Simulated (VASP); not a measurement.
# SiNi2 (P6_3/mmc) in VASP: further runs, part 2 of 3

VASP 6.6.1. The steps go on from the part before.

**4. Single point, PBE**

This run uses another cell than the first one, of 9.16 Å³/atom.

The input, INCAR:

```
SYSTEM = SiNi2
ALGO     = Normal         ! electronic algorithm
EDIFF    = 1E-6           ! SCF threshold, eV
ENCUT    = 600            ! plane-wave cutoff, eV
GGA      = PE             ! functional
GGA_COMPAT= .FALSE.      
ISIF     = 2              ! what is computed and relaxed
ISMEAR   = 0              ! smearing method
ISYM     = 0            
LASPH    = .TRUE.         ! aspherical terms in the spheres
LCHARG   = .FALSE.        ! write CHGCAR
LREAL    = .FALSE.        ! projectors in reciprocal space
LWAVE    = .FALSE.        ! write WAVECAR
NBANDS   = 33             ! bands
NELM     = 120            ! most SCF steps
PREC     = Accurate       ! precision mode
SIGMA    = 0.1            ! smearing width, eV
```

The input, KPOINTS:

```
Automatic mesh
0
Gamma
  12 12 8
  0.5 0.5 0.5
```

The input, POSCAR:

```
SiNi2
1.0
    3.6772107170      0.0000000000      0.0000000000
   -1.8386053585      3.1845578960      0.0000000000
    0.0000000000      0.0000000000      4.6919651077
Si Ni
2 4
Direct
    0.3333333333      0.6666666667      0.7500000000
    0.6666666667      0.3333333333      0.2500000000
    0.0000000000      0.0000000000      0.0000000000
    0.0000000000      0.0000000000      0.5000000000
    0.3333333333      0.6666666667      0.2500000000
    0.6666666667      0.3333333333      0.7500000000
```

Potentials or basis: VASP PAW PBE potentials, release 64 (Si, Ni).

The run is started by

```
$ cat potpaw_PBE.64/Si/POTCAR potpaw_PBE.64/Ni/POTCAR > POTCAR
$ mpirun -np 1 vasp_std > vasp.out
```

OUTCAR:

```text
SYSTEM = SiNi2
   EDIFF = 1E-6
   ENCUT = 600
   GGA = PE
   ISIF = 2
   ISMEAR = 0
   ISYM = 0
   LASPH = .TRUE.
   LREAL = .FALSE.
   NELM = 120
   PREC = Accurate

 ion  position               nearest neighbor table
   1  0.333  0.667  0.750-   6 2.12   6 2.12   6 2.12   5 2.35   5 2.35   3 2.43   4 2.43   4 2.43
                             3 2.43   4 2.43   3 2.43
   2  0.667  0.333  0.250-   5 2.12   5 2.12   5 2.12   6 2.35   6 2.35   3 2.43   4 2.43   3 2.43
                             4 2.43   3 2.43   4 2.43
   3  0.000  0.000  0.000-   4 2.35   4 2.35   1 2.43   5 2.43   6 2.43   2 2.43   2 2.43   6 2.43
                             1 2.43   5 2.43   2 2.43   6 2.43   1 2.43   5 2.43
   4  0.000  0.000  0.500-   3 2.35   3 2.35   1 2.43   5 2.43   6 2.43   2 2.43   2 2.43   6 2.43
                             1 2.43   5 2.43   2 2.43   6 2.43   1 2.43   5 2.43
   5  0.333  0.667  0.250-   2 2.12   2 2.12   2 2.12   1 2.35   1 2.35   3 2.43   4 2.43   4 2.43
                             3 2.43   4 2.43   3 2.43
   6  0.667  0.333  0.750-   1 2.12   1 2.12   1 2.12   2 2.35   2 2.35   3 2.43   4 2.43   3 2.43
                             4 2.43   3 2.43   4 2.43

IMPORTANT INFORMATION: All symmetrisations will be switched off!
NOSYMM: (Re-)initialisation of all symmetry stuff for point group C_1.

----------------------------------------------------------------------------------------

                                     Primitive cell

  volume of cell :      54.9443

  direct lattice vectors                    reciprocal lattice vectors
     3.677210717  0.000000000  0.000000000     0.271945253  0.157007665  0.000000000
    -1.838605358  3.184557896  0.000000000     0.000000000  0.314015330  0.000000000
     0.000000000  0.000000000  4.691965108     0.000000000  0.000000000  0.213130315

  length of vectors
     3.677210717  3.677210717  4.691965108     0.314015330  0.314015330  0.213130315

  position of ions in fractional coordinates (direct lattice)
     0.333333333  0.666666667  0.750000000
     0.666666667  0.333333333  0.250000000
     0.000000000  0.000000000  0.000000000
     0.000000000  0.000000000  0.500000000
     0.333333333  0.666666667  0.250000000
     0.666666667  0.333333333  0.750000000

  ion indices of the primitive-cell ions
   primitive index   ion index
                 1           1
                 2           2
                 3           3
                 4           4
                 5           5
                 6           6

----------------------------------------------------------------------------------------

 KPOINTS: Automatic mesh

Automatic generation of k-mesh.
 Grid dimensions read from file:
 generate k-points for:   12   12    8

 Generating k-lattice:

  Cartesian coordinates                     Fractional coordinates (reciprocal lattice)
     0.022662104  0.013083972  0.000000000     0.083333333  0.000000000  0.000000000
     0.000000000  0.026167944  0.000000000     0.000000000  0.083333333  0.000000000
     0.000000000  0.000000000  0.026641289     0.000000000  0.000000000  0.125000000

  Length of vectors
     0.026167944  0.026167944  0.026641289

  Shift w.r.t. Gamma in fractional coordinates (k-lattice)
     0.500000000  0.500000000  0.500000000

 Subroutine IBZKPT returns following result:
 ===========================================

 Found   1728 irreducible k-points:

 Following reciprocal coordinates:
            Coordinates               Weight
  0.041667  0.041667  0.062500      2.000000
 -0.041667  0.083333  0.062500      2.000000
 -0.083333  0.041667  0.062500      2.000000
 -0.041667 -0.041667  0.062500      2.000000
  0.041667 -0.083333  0.062500      2.000000
  0.083333 -0.041667  0.062500      2.000000
[... 16 lines left out ...]
  0.041667 -0.250000  0.062500      2.000000
  0.250000 -0.208333  0.062500      2.000000
 [... further k-points ...]
   k-points           NKPTS =   1728   k-points in BZ     NKDIM =   1728   number of bands    NBANDS=     33
   number of dos      NEDOS =    301   number of ions     NIONS =      6
   total plane-waves  NPLWV =  36000
   dimension x,y,z NGX =    30 NGY =   30 NGZ =   40
   dimension x,y,z NGXF=    60 NGYF=   60 NGZF=   80
   ions per type =               2   4
   NGX,Y,Z   is equivalent  to a cutoff of  13.56, 13.56, 14.17 a.u.
   NGXF,Y,Z  is equivalent  to a cutoff of  27.13, 27.13, 28.35 a.u.
 SYSTEM =  SiNi2
   PREC   = accura    normal or accurate (medium, high low for compatibility)
   ISTART =      0    job   : 0-new  1-cont  2-samecut
   ICHARG =      2    charge: 1-file 2-atom 10-const
   ISPIN  =      1    spin polarized calculation?
   LNONCOLLINEAR =      F non collinear calculations
   LSORBIT =      F    spin-orbit coupling
   LASPH  =      T    aspherical Exc in radial PAW
   ENCUT  =  600.0 eV  44.10 Ry    6.64 a.u.   7.34  7.34  9.37*2*pi/ulx,y,z
   NELM   =    120;   NELMIN=  2; NELMDL= -5     # of ELM steps
   EDIFF  = 0.1E-05   stopping-criterion for ELM
   LREAL  =      F    real-space projection
   EDIFFG = 0.1E-04   stopping-criterion for IOM
   NSW    =      0    number of steps for IOM
   IBRION =     -1    ionic relax: 0-MD 1-quasi-New 2-CG
   NFREE  =      0    steps in history (QN), initial steepest desc. (CG)
   ISIF   =      2    stress and relaxation
   ISYM   =      0    0-nonsym 1-usesym 2-fastsym
   POTIM  = 0.5000    time-step for ionic-motion
   TEBEG  =    0.0;   TEEND  =   0.0 temperature during run
   PSTRESS=    0.0 pullay stress
   NELECT =      48.0000    total number of electrons
   NUPDOWN=      -1.0000    fix difference up-down
   EMIN   =  10.00;   EMAX   =-10.00  energy-range for DOS
   EFERMI =   0.00;   METHOD = LEGACY
   ISMEAR =     0;   SIGMA  =   0.10  broadening in eV -4-tet -1-fermi 0-gaus
   EFERMI_NEDOS =   21; number of points for ismear=-14 and -15
   IALGO  =     38    algorithm
   IMIX   =      4    mixing-type and parameters
     AMIX     =   0.40;   BMIX     =  1.00
     AMIX_MAG =   1.60;   BMIX_MAG =  1.00
  volume/ion in A,a.u.               =       9.16        61.80
  Fermi-wavevector in a.u.,A,eV,Ry     =   1.565000  2.957422 33.323743  2.449226
  Thomas-Fermi vector in A             =   2.667541
   LORBIT       =      0    0 simple, 1 ext, 2 COOP (PROOUT), +10 PAW based schemes
   GGA     = PE    functional components
   LHFCALC =     F    Hartree Fock is set to
   AEXX    =    0.0000 exact exchange contribution
   IVDW    =     0    specifies the selected vdW correction
   LEPSILON=     F    determine dielectric tensor
   LRPA    =     F    only Hartree local field effects (RPA)
 non-spin polarized calculation
 Gauss-broadening in eV      SIGMA  =   0.10
  energy-cutoff  :      600.00
  volume of cell :       54.94
 maximum number of plane-waves:      1855
 NGX is ok and might be reduce to    30
   NGX = 15   NGY = 15   NGZ = 19

 number of electron      47.9999989 magnetization

 Free energy of the ion-electron system (eV)
  ---------------------------------------------------
  ext. energy  EPLUGINS =         0.00000000
  ---------------------------------------------------
  free energy    TOTEN  =       -34.05932146 eV

  energy without entropy =      -34.04374607  energy(sigma->0) =      -34.05153377

 E-fermi :  14.0316     XC(G=0): -13.9053

 val. band max:       14.0286046864   @ k =   0.2083  -0.4583  -0.3125
 cond. band min:      14.0336181781   @ k =  -0.2917   0.2917   0.4375
 fundamental gap:      0.0050134917
 Fermi energy:        14.0316249517

 k-point     1 :       0.0417    0.0417    0.0625
  band No.  band energies     occupation
      1       0.0175      2.00000
      2       4.8274      2.00000
      3       6.6152      2.00000
      4       7.8166      2.00000
      5       7.8399      2.00000
      6       8.8350      2.00000
[... 25 lines left out ...]
     32      21.5305      0.00000
     33      22.2131      0.00000
[... 797 lines left out ...]
      3       6.8638      2.00000
      4       7.6440      2.00000
      5       8.1608      2.00000
      6       8.2276      2.00000
[... 25 lines left out ...]
     32      21.5063      0.00000
     33      21.7990      0.00000

 [... further k-points ...]

------------------------ aborting loop because EDIFF is reached ----------------------------------------

  FORCE on cell =-STRESS in cart. coord.  units (eV):
  Direction    XX          YY          ZZ          XY          YZ          ZX
  --------------------------------------------------------------------------------------
  -------------------------------------------------------------------------------------
  Total       21.0415761     21.0415473     17.8562168     -0.0000340     -0.0000001      0.0000001
  in kB      613.5732389    613.5724002    520.6880280     -0.0009904     -0.0000018      0.0000015
  external PRESSURE =     582.6112223 kB  Pullay stress =       0.0000000 kB

 VOLUME and BASIS-vectors are now :
 -----------------------------------------------------------------------------
  energy-cutoff  :      600.00
  volume of cell :       54.94
      direct lattice vectors                 reciprocal lattice vectors
     3.677210717  0.000000000  0.000000000     0.271945253  0.157007665  0.000000000
    -1.838605358  3.184557896  0.000000000     0.000000000  0.314015330  0.000000000
     0.000000000  0.000000000  4.691965108     0.000000000  0.000000000  0.213130315

 POSITION                                       TOTAL-FORCE (eV/Angst)
 -----------------------------------------------------------------------------------
     -0.00000      2.12304      3.51897         0.000002     -0.000001      0.000026
      1.83861      1.06152      1.17299        -0.000002      0.000000     -0.000017
      0.00000      0.00000      0.00000         0.000000      0.000000     -0.000007
      0.00000      0.00000      2.34598         0.000000      0.000000      0.000003
     -0.00000      2.12304      1.17299        -0.000003      0.000002     -0.000045
      1.83861      1.06152      3.51897         0.000003     -0.000002      0.000041
 -----------------------------------------------------------------------------------
    total drift:                                0.000001     -0.000000     -0.000013

  FREE ENERGIE OF THE ION-ELECTRON SYSTEM (eV)
  ---------------------------------------------------
  free  energy   TOTEN  =       -34.0593214648 eV

  energy  without entropy=      -34.0437460681  energy(sigma->0) =      -34.05153377
```

Wall time 37 min (1 thread of Intel Xeon 6975P-C (Granite Rapids), shared host); peak memory 2.6 GiB.

Results:

```
Free energy            : -34.0593 eV
Pressure               : 58.3 GPa
Band gap on the k mesh : zero (bands 24 and 25 overlap by 3.66 eV)
```

Levels at points of the mesh, in eV from the Fermi level:
| k point | band 20 | band 21 | band 22 | band 23 | band 24 | band 25 | band 26 | band 27 | band 28 | band 29 |
| --- | --- | --- | --- | --- | --- | --- | --- | --- | --- | --- |
| (0.04, 0.04, 0.06) | -1.47 | -0.83 | -0.81 | 0.18 | 2.02 | 2.02 | 3.48 | 3.65 | 4.16 | 4.62 |

Caveat: the cell stands under pressure.

**5. Single point, PBE (uniaxial strain along c: +4.0 %)**

The input, INCAR:

```
SYSTEM = SiNi2
ALGO = Fast
EDIFF = 1E-7
ENCUT = 520
GGA = PE
ISIF = 2
ISMEAR = 0
LASPH = .True.
LCHARG = .False.
LREAL = .False.
LWAVE = .False.
NBANDS = 33
NELM = 60
PREC = Accurate
SIGMA = 0.1
```

The input, KPOINTS:

```
k-points
0
Gamma
  12 12 8
  0 0 0
```

The input, POSCAR:

```
SiNi2
1.0
    3.8728070311      0.0000000000      0.0000000000
   -1.9364035156      3.3539492729      0.0000000000
    0.0000000000      0.0000000000      5.1911102914
Si Ni
2 4
Direct
    0.3333333340      0.6666666660      0.7500000000
    0.6666666660      0.3333333340      0.2500000000
    0.0000000000      0.0000000000      0.0000000000
    0.0000000000      0.0000000000      0.5000000000
    0.3333333337      0.6666666663      0.2500000000
    0.6666666663      0.3333333337      0.7500000000
```

The run is started by

```
$ cat potpaw_PBE.64/Si/POTCAR potpaw_PBE.64/Ni/POTCAR > POTCAR
$ mpirun -np 1 vasp_std > vasp.out
```

Wall time 9.7 min (1 thread of Intel Xeon 8259CL, shared host); peak memory 0.3 GiB.

Results (log left out):

* Free energy: -35.6901 eV
* Pressure: -2.1 GPa
* Band gap on the k mesh: zero (bands 24 and 25 overlap by 3.56 eV)

Stress tensor (GPa, compression positive):
```
 1.07  0.00  0.00
 0.00  1.07  0.00
 0.00  0.00 -8.46
```

Levels at points of the mesh, in eV from the Fermi level:
| k point | band 22 | band 23 | band 24 | band 25 | band 26 | band 27 |
| --- | --- | --- | --- | --- | --- | --- |
| (0.00, 0.00, 0.00) | -0.56 | -0.03 | 2.94 | 2.99 | 2.99 | 3.03 |
| (0.50, 0.00, 0.00) | -1.12 | -0.96 | -0.64 | -0.60 | 0.95 | 1.81 |
| (0.00, 0.00, 0.50) | -1.17 | 1.84 | 1.84 | 3.36 | 3.36 | 3.36 |
| (0.50, 0.00, 0.50) | -1.18 | -0.90 | -0.90 | 0.96 | 0.96 | 2.97 |

Caveat: the cell differs from its parent crystal (uniaxial strain along c: +4.0 %).

[end of part 2 of 3]
